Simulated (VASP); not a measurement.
A run of VASP 6.6.1 is set up as follows.

Contents of INCAR:

```
SYSTEM = P
PREC = Accurate
ENCUT = 520
EDIFF = 1E-6
ISMEAR = -1
SIGMA = 0.02
LREAL = .False.
LASPH = .True.
NELM = 100
ALGO = Normal
ISIF = 2
LWAVE = .False.
LCHARG = .False.
GGA = PE
NBANDS = 18
```

The input KPOINTS:

```
regular mesh
0
Gamma
  8 8 6
  0 0 0
```

POSCAR

```
P
1.0
    1.6518921853     -5.3432539616      0.0000000000
    1.6518921853      5.3432539616      0.0000000000
    0.0000000000      0.0000000000      4.4650360509
P
4
Direct
    0.9008923495      0.0991076505      0.0850440347
    0.5991076505      0.4008923495      0.5850440347
    0.0991076505      0.9008923495      0.9149559653
    0.4008923495      0.5991076505      0.4149559653
```

Potentials or basis: VASP PAW PBE potentials, release 64 (P).

The run is started by

```sh
$ cat potpaw_PBE.64/P/POTCAR > POTCAR
$ mpirun -np 1 vasp_std > vasp.out
```

(1) What does it give for the pressure?

(2) What does it give for the band gap on the k mesh?

(3) Estimate the largest force.

Answers

(1) 1.6 GPa.

(2) 0.11 eV.

(3) 0.169 eV/Å.
